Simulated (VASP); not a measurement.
# Cd (P6_3/mmc) in VASP: a series of runs

The runs below take Cd through single point, relaxation of volume and atoms at fixed shape, with r2SCAN.

All numbers are computed with VASP 6.6.1; they aren't measurements. Logs are shortened: lines on timing, memory, paths and dates and some standing lists are left out, and cuts for length are marked.

**1. The cell of the first run**

The structure is hexagonal, space group P6_3/mmc (No. 194). The conventional cell has a = 2.987 Å, b = 2.987 Å, c = 5.634 Å, α = 90.00°, β = 90.00°, γ = 120.00°. Cd (site symmetry -6m2) has 12 Cd at 2.99 to 3.30 Å within 3.9 Å.

**2. Single point, r2SCAN**

POSCAR reads:

```
Cd
1.0
    2.9872928730      0.0000000000      0.0000000000
   -1.4936464365      2.5870715166      0.0000000000
    0.0000000000      0.0000000000      5.6335342313
Cd
2
Direct
    0.3333333333      0.6666666667      0.2500000000
    0.6666666667      0.3333333333      0.7500000000
```

INCAR.step1 reads:

```
SYSTEM = Cd
PREC = Accurate
ENCUT = 520
ISMEAR = -1
SIGMA = 0.1
LREAL = .FALSE.
LASPH = .TRUE.
NELM = 100
NBANDS = 19
GGA = PE
ALGO = Normal
EDIFF = 1E-4
LWAVE = .TRUE.
LCHARG = .FALSE.
```

INCAR.step2 reads:

```
SYSTEM = Cd
PREC = Accurate
ENCUT = 520
EDIFF = 1E-6
ISMEAR = -1
SIGMA = 0.1
LREAL = .FALSE.
LASPH = .TRUE.
NELM = 100
ALGO = Normal
ISIF = 2
LWAVE = .FALSE.
LCHARG = .FALSE.
METAGGA = R2SCAN
LMIXTAU = .TRUE.
NBANDS = 19
ISTART = 1
```

KPOINTS reads:

```
Automatic mesh
0
G
  10 10 5
  0 0 0
```

Potentials or basis: VASP PAW PBE potentials, release 64 (Cd).

Started as:

```sh
$ cat potpaw_PBE.64/Cd/POTCAR > POTCAR
$ cp INCAR.step1 INCAR
$ mpirun -np 1 vasp_std > vasp.out
$ cp INCAR.step2 INCAR
$ mpirun -np 1 vasp_std > vasp.out
```

OUTCAR:

```text
SYSTEM = Cd
   PREC = Accurate
   ENCUT = 520
   EDIFF = 1E-6
   ISMEAR = -1
   LREAL = .FALSE.
   LASPH = .TRUE.
   NELM = 100
   ISIF = 2
   METAGGA = R2SCAN
   ISTART = 1

 ion  position               nearest neighbor table
   1  0.333  0.667  0.250-   2 3.30   2 3.30   2 3.30   2 3.30   2 3.30   2 3.30
   2  0.667  0.333  0.750-   1 3.30   1 3.30   1 3.30   1 3.30   1 3.30   1 3.30

  LATTYP: Found a hexagonal cell.
 ALAT       =     2.9872928730
 C/A-ratio  =     1.8858325818

  Lattice vectors:

 A1 = (   2.9872928730,   0.0000000000,   0.0000000000)
 A2 = (  -1.4936464365,   2.5870715166,   0.0000000000)
 A3 = (   0.0000000000,   0.0000000000,   5.6335342313)

Analysis of symmetry for initial positions (statically):
=====================================================================
 Subroutine PRICEL returns:
 Original cell was already a primitive cell.

 Routine SETGRP: Setting up the symmetry group for a
 hexagonal supercell.

 Subroutine GETGRP returns: Found 24 space group operations
 (whereof 12 operations were pure point group operations)
 out of a pool of 24 trial point group operations.

The static configuration has the point symmetry D_3d.
 The point group associated with its full space group is D_6h.

Analysis of symmetry for dynamics (positions and initial velocities):
=====================================================================
 Subroutine PRICEL returns:
 Original cell was already a primitive cell.

 Routine SETGRP: Setting up the symmetry group for a
 hexagonal supercell.

 Subroutine GETGRP returns: Found 24 space group operations
 (whereof 12 operations were pure point group operations)
 out of a pool of 24 trial point group operations.

The dynamic configuration has the point symmetry D_3d.
 The point group associated with its full space group is D_6h.

 Subroutine INISYM returns: Found 24 space group operations
 (whereof 12 operations are pure point group operations),
 and found     1 'primitive' translations

----------------------------------------------------------------------------------------

                                     Primitive cell

  volume of cell :      43.5379

  direct lattice vectors                    reciprocal lattice vectors
     2.987292873  0.000000000  0.000000000     0.334751242  0.193268720  0.000000000
    -1.493646436  2.587071517  0.000000000     0.000000000  0.386537440  0.000000000
     0.000000000  0.000000000  5.633534231     0.000000000  0.000000000  0.177508463

  length of vectors
     2.987292873  2.987292873  5.633534231     0.386537440  0.386537440  0.177508463

  position of ions in fractional coordinates (direct lattice)
     0.333333333  0.666666667  0.250000000
     0.666666667  0.333333333  0.750000000

  ion indices of the primitive-cell ions
   primitive index   ion index
                 1           1
                 2           2

----------------------------------------------------------------------------------------

 KPOINTS: Automatic mesh

Automatic generation of k-mesh.
 Grid dimensions read from file:
 generate k-points for:   10   10    5

 Generating k-lattice:

  Cartesian coordinates                     Fractional coordinates (reciprocal lattice)
     0.033475124  0.019326872  0.000000000     0.100000000 -0.000000000  0.000000000
     0.000000000  0.038653744  0.000000000     0.000000000  0.100000000  0.000000000
     0.000000000  0.000000000  0.035501693     0.000000000  0.000000000  0.200000000

  Length of vectors
     0.038653744  0.038653744  0.035501693

  Shift w.r.t. Gamma in fractional coordinates (k-lattice)
     0.000000000  0.000000000  0.000000000

 Subroutine IBZKPT returns following result:
 ===========================================

 Found     42 irreducible k-points:

 Following reciprocal coordinates:
            Coordinates               Weight
  0.000000  0.000000  0.000000      1.000000
  0.100000 -0.000000  0.000000      6.000000
  0.200000 -0.000000  0.000000      6.000000
  0.300000  0.000000  0.000000      6.000000
  0.400000  0.000000  0.000000      6.000000
  0.500000  0.000000  0.000000      3.000000
[... 16 lines left out ...]
  0.300000  0.100000  0.200000     24.000000
  0.400000  0.100000  0.200000     24.000000
 [... further k-points ...]
   k-points           NKPTS =     42   k-points in BZ     NKDIM =     42   number of bands    NBANDS=     19
   number of dos      NEDOS =    301   number of ions     NIONS =      2
   total plane-waves  NPLWV =  24192
   dimension x,y,z NGX =    24 NGY =   24 NGZ =   42
   dimension x,y,z NGXF=    48 NGYF=   48 NGZF=   84
   ions per type =               2
   NGX,Y,Z   is equivalent  to a cutoff of  13.36, 13.36, 12.39 a.u.
   NGXF,Y,Z  is equivalent  to a cutoff of  26.71, 26.71, 24.79 a.u.
 SYSTEM =  Cd
   PREC   = accura    normal or accurate (medium, high low for compatibility)
   ISTART =      1    job   : 0-new  1-cont  2-samecut
   ICHARG =      0    charge: 1-file 2-atom 10-const
   ISPIN  =      1    spin polarized calculation?
   LNONCOLLINEAR =      F non collinear calculations
   LSORBIT =      F    spin-orbit coupling
   LASPH  =      T    aspherical Exc in radial PAW
   ENCUT  =  520.0 eV  38.22 Ry    6.18 a.u.   5.55  5.55 10.47*2*pi/ulx,y,z
   NELM   =    100;   NELMIN=  2; NELMDL=  0     # of ELM steps
   EDIFF  = 0.1E-05   stopping-criterion for ELM
   LREAL  =      F    real-space projection
   EDIFFG = 0.1E-04   stopping-criterion for IOM
   NSW    =      0    number of steps for IOM
   IBRION =     -1    ionic relax: 0-MD 1-quasi-New 2-CG
   NFREE  =      0    steps in history (QN), initial steepest desc. (CG)
   ISIF   =      2    stress and relaxation
   ISYM   =      2    0-nonsym 1-usesym 2-fastsym
   POTIM  = 0.5000    time-step for ionic-motion
   TEBEG  =    0.0;   TEEND  =   0.0 temperature during run
   PSTRESS=    0.0 pullay stress
   NELECT =      24.0000    total number of electrons
   NUPDOWN=      -1.0000    fix difference up-down
   EMIN   =  10.00;   EMAX   =-10.00  energy-range for DOS
   EFERMI =   0.00;   METHOD = LEGACY
   ISMEAR =    -1;   SIGMA  =   0.10  broadening in eV -4-tet -1-fermi 0-gaus
   EFERMI_NEDOS =   21; number of points for ismear=-14 and -15
   IALGO  =     38    algorithm
   IMIX   =      4    mixing-type and parameters
     AMIX     =   0.40;   BMIX     =  1.00
     AMIX_MAG =   1.60;   BMIX_MAG =  1.00
  volume/ion in A,a.u.               =      21.77       146.90
  Fermi-wavevector in a.u.,A,eV,Ry     =   1.342320  2.536618 24.515304  1.801824
  Thomas-Fermi vector in A             =   2.470484
   LORBIT       =      0    0 simple, 1 ext, 2 COOP (PROOUT), +10 PAW based schemes
   METAGGA = R2SCAN    functional components
   LHFCALC =     F    Hartree Fock is set to
   AEXX    =    0.0000 exact exchange contribution
   IVDW    =     0    specifies the selected vdW correction
   LEPSILON=     F    determine dielectric tensor
   LRPA    =     F    only Hartree local field effects (RPA)
 non-spin polarized calculation
  energy-cutoff  :      520.00
  volume of cell :       43.54
 maximum number of plane-waves:      1195
 NGX is ok and might be reduce to    24
   NGX = 11   NGY = 11   NGZ = 21

 number of electron      23.9999990 magnetization

 Free energy of the ion-electron system (eV)
  ---------------------------------------------------
  ext. energy  EPLUGINS =         0.00000000
  ---------------------------------------------------
  free energy    TOTEN  =       -40.21395841 eV

  energy without entropy =      -40.20341865  energy(sigma->0) =      -40.20868853

 E-fermi :   2.7948     XC(G=0): -11.7582

 val. band max:        2.7737627954   @ k =   0.4000   0.0000   0.0000
 cond. band min:       2.8364586226   @ k =   0.3000   0.0000   0.0000
 fundamental gap:      0.0626958272
 Fermi energy:         2.7947534179

 k-point     1 :       0.0000    0.0000    0.0000
  band No.  band energies     occupation
      1      -7.4610      2.00000
      2      -7.1848      2.00000
      3      -6.7920      2.00000
      4      -6.7920      2.00000
      5      -6.7407      2.00000
      6      -6.7407      2.00000
[... 11 lines left out ...]
     18      18.4539      0.00000
     19      19.1885      0.00000

 k-point     2 :       0.1000   -0.0000    0.0000
  band No.  band energies     occupation
      1      -7.3620      2.00000
      2      -7.0996      2.00000
      3      -6.8287      2.00000
      4      -6.7730      2.00000
      5      -6.6993      2.00000
      6      -6.6513      2.00000
[... 11 lines left out ...]
     18      18.2504      0.00000
     19      19.6565      0.00000

 k-point     3 :       0.2000   -0.0000    0.0000
  band No.  band energies     occupation
      1      -7.2608      2.00000
      2      -7.0108      2.00000
      3      -6.8932      2.00000
      4      -6.6863      2.00000
      5      -6.6082      2.00000
      6      -6.4492      2.00000
[... 11 lines left out ...]
     18      16.5285      0.00000
     19      16.9048      0.00000

 k-point     4 :       0.3000    0.0000    0.0000
  band No.  band energies     occupation
      1      -7.3929      2.00000
      2      -7.1760      2.00000
      3      -6.9215      2.00000
      4      -6.6831      2.00000
      5      -6.5653      2.00000
      6      -6.4731      2.00000
[... 11 lines left out ...]
     18      16.3799      0.00000
     19      17.0099      0.00000

 k-point     5 :       0.4000    0.0000    0.0000
  band No.  band energies     occupation
      1      -7.5382      2.00000
      2      -7.3291      2.00000
      3      -7.1474      2.00000
      4      -6.7021      2.00000
      5      -6.5374      2.00000
      6      -6.5178      2.00000
[... 11 lines left out ...]
     18      16.0964      0.00000
     19      16.7635      0.00000

 k-point     6 :       0.5000    0.0000    0.0000
  band No.  band energies     occupation
      1      -7.5955      2.00000
      2      -7.3875      2.00000
      3      -7.2274      2.00000
      4      -6.7526      2.00000
      5      -6.5612      2.00000
      6      -6.4573      2.00000
[... 11 lines left out ...]
     18      16.0047      0.00000
     19      16.3360      0.00000

 k-point     7 :       0.1000    0.1000    0.0000
  band No.  band energies     occupation
      1      -7.2114      2.00000
      2      -7.0199      2.00000
      3      -6.8546      2.00000
      4      -6.8269      2.00000
      5      -6.5288      2.00000
      6      -6.5005      2.00000
[... 11 lines left out ...]
     18      17.9056      0.00000
     19      18.1507      0.00000

 k-point     8 :       0.2000    0.1000    0.0000
  band No.  band energies     occupation
      1      -7.2105      2.00000
      2      -6.9970      2.00000
      3      -6.8632      2.00000
      4      -6.7777      2.00000
      5      -6.6431      2.00000
      6      -6.5858      2.00000
[... 256 lines left out ...]
 k-point    20 :       0.5000    0.0000    0.2000
  band No.  band energies     occupation
      1      -7.5705      2.00000
      2      -7.4194      2.00000
      3      -7.2293      2.00000
      4      -6.8907      2.00000
      5      -6.5166      2.00000
      6      -6.3489      2.00000
[... 11 lines left out ...]
     18      15.4810      0.00000
     19      16.0591      0.00000

 k-point    21 :       0.1000    0.1000    0.2000
  band No.  band energies     occupation
      1      -7.1874      2.00000
      2      -7.0173      2.00000
      3      -6.8846      2.00000
      4      -6.8438      2.00000
      5      -6.5777      2.00000
      6      -6.5165      2.00000
[... 11 lines left out ...]
     18      16.3910      0.00000
     19      19.3789      0.00000

 k-point    22 :       0.2000    0.1000    0.2000
  band No.  band energies     occupation
      1      -7.1906      2.00000
      2      -7.0150      2.00000
      3      -6.9085      2.00000
      4      -6.7831      2.00000
      5      -6.6858      2.00000
      6      -6.5316      2.00000
[... 11 lines left out ...]
     18      14.9589      0.00000
     19      16.9802      0.00000

 k-point    23 :       0.3000    0.1000    0.2000
  band No.  band energies     occupation
      1      -7.3485      2.00000
      2      -7.1913      2.00000
      3      -7.0503      2.00000
      4      -6.8145      2.00000
      5      -6.5668      2.00000
      6      -6.4535      2.00000
[... 11 lines left out ...]
     18      13.9063      0.00000
     19      15.8566      0.00000

 k-point    24 :       0.4000    0.1000    0.2000
  band No.  band energies     occupation
      1      -7.4517      2.00000
      2      -7.3065      2.00000
      3      -7.1691      2.00000
      4      -6.8688      2.00000
      5      -6.5786      2.00000
      6      -6.3513      2.00000
[... 11 lines left out ...]
     18      13.3272      0.00000
     19      16.8263      0.00000

 [... further k-points ...]
[... 5 lines left out ...]
  --------------------------------------------------------------------------------------
  -------------------------------------------------------------------------------------
  Total        0.1065015      0.1065015      0.0751667      0.0000000      0.0000000      0.0000000
  in kB        3.9192168      3.9192168      2.7661073      0.0000000      0.0000000      0.0000000
  external PRESSURE =       3.5348470 kB  Pullay stress =       0.0000000 kB

 VOLUME and BASIS-vectors are now :
 -----------------------------------------------------------------------------
  energy-cutoff  :      520.00
  volume of cell :       43.54
      direct lattice vectors                 reciprocal lattice vectors
     2.987292873  0.000000000  0.000000000     0.334751242  0.193268720  0.000000000
    -1.493646436  2.587071517  0.000000000     0.000000000  0.386537440  0.000000000
     0.000000000  0.000000000  5.633534231     0.000000000  0.000000000  0.177508463

 POSITION                                       TOTAL-FORCE (eV/Angst)
 -----------------------------------------------------------------------------------
     -0.00000      1.72471      1.40838        -0.000000      0.000000      0.000000
      1.49365      0.86236      4.22515         0.000000     -0.000000      0.000000
 -----------------------------------------------------------------------------------
    total drift:                               -0.000000      0.000000      0.000000

  FREE ENERGIE OF THE ION-ELECTRON SYSTEM (eV)
  ---------------------------------------------------
  free  energy   TOTEN  =       -40.2139584139 eV

  energy  without entropy=      -40.2034186538  energy(sigma->0) =      -40.20868853
```

Run time: 43 s. Hardware: 1 thread of Intel Xeon 6975P-C (Granite Rapids), shared host; peak memory 0.18 GiB.

Results:

| Property | Result |
| --- | --- |
| Free energy | -40.2140 eV |
| Pressure | 0.4 GPa |
| Band gap on the k mesh | zero (band 12 reaches 3.97 eV, above the bottom of band 13 at -0.17 eV) |

Caveat: the PAW data sets were made with another functional, which shifts forces and pressure a little.

**3. Relaxation of volume and atoms at fixed shape, r2SCAN**

This run uses another cell than the first one, of 21.59 Å³/atom, 0.992 times its volume.

POSCAR reads:

```
Cd
1.0
    2.9788700000      0.0000000000      0.0000000000
   -1.4894350000      2.5797770000      0.0000000000
    0.0000000000      0.0000000000      5.6176500000
Cd
2
Direct
    0.3333333333      0.6666666667      0.2500000000
    0.6666666667      0.3333333333      0.7500000000
```

INCAR.step1 reads:

```
PREC = Accurate
ENCUT = 600
ISMEAR = -1
SIGMA = 0.1
LREAL = F
LASPH = T
NELM = 60
GGA = PE
ALGO = Normal
EDIFF = 1E-4
LWAVE = T
LCHARG = F
```

INCAR.step2 reads:

```
PREC = Accurate
ENCUT = 600
EDIFF = 1E-7
ISMEAR = -1
SIGMA = 0.1
LREAL = F
LASPH = T
NELM = 60
ALGO = Normal
ISIF = 8
LWAVE = F
LCHARG = F
METAGGA = R2SCAN
LMIXTAU = T
IBRION = 2
NSW = 60
EDIFFG = -0.03
ISTART = 1
```

KPOINTS reads:

```
Automatic mesh
0
Gamma
  10 10 5
```

Potentials or basis: VASP PAW PBE potentials, release 64 (Cd).

Started as:

```sh
$ cat potpaw_PBE.64/Cd/POTCAR > POTCAR
$ cp INCAR.step1 INCAR
$ mpirun -np 1 vasp_std > vasp.out
$ cp INCAR.step2 INCAR
$ mpirun -np 1 vasp_std > vasp.out
```

Wall time 5.8 min (1 thread of Oxide Virtual Turin-like, shared host); peak memory 0.16 GiB.

The run converged. Its results:

| Quantity | Value |
| --- | --- |
| Free energy | -40.2137 eV |
| Relaxed volume | 21.91 Å³/atom |
| Relaxed cell | a = 2.994 Å, b = 2.994 Å, c = 5.645 Å, α = 90.00°, β = 90.00°, γ = 120.00° |
| Space group after relaxing (to 0.05 Å) | P6_3/mmc (No. 194) |
| Energy gained by relaxing | 0.6 meV/atom |
| Ionic steps | 2 |
| Pressure after relaxing | -0.1 GPa |
| Band gap on the k mesh | zero (band 12 reaches 3.92 eV, above the bottom of band 13 at -0.19 eV) |

Step by step:
```tsv
step	energy change (eV)	largest force (eV/Å)	pressure (GPa)	volume (Å³)
1	0.0000	0.0000	0.76	43.17
2	-0.0012	0.0000	-0.12	43.81
```

Final structure:
```xyz
2
Lattice="2.9935 0.0000 0.0000 -1.4968 2.5925 0.0000 0.0000 0.0000 5.6453" Properties=species:S:1:pos:R:3 pbc="T T T"
Cd    0.0000    1.7283    1.4113
Cd    1.4968    0.8642    4.2339
```

Levels at points of the mesh, in eV from the Fermi level:
| k point | band 10 | band 11 | band 12 | band 13 | band 14 | band 15 |
| --- | --- | --- | --- | --- | --- | --- |
| (0.00, 0.00, 0.00) | -8.82 | -8.82 | -3.11 | -2.94 | 11.01 | 15.12 |
| (0.50, 0.00, 0.00) | -8.51 | -2.31 | -1.81 | 2.14 | 3.29 | 3.40 |

Caveat: the PAW data sets were made with another functional, which shifts forces and pressure a little. Zero-point motion and thermal expansion aren't in these numbers.
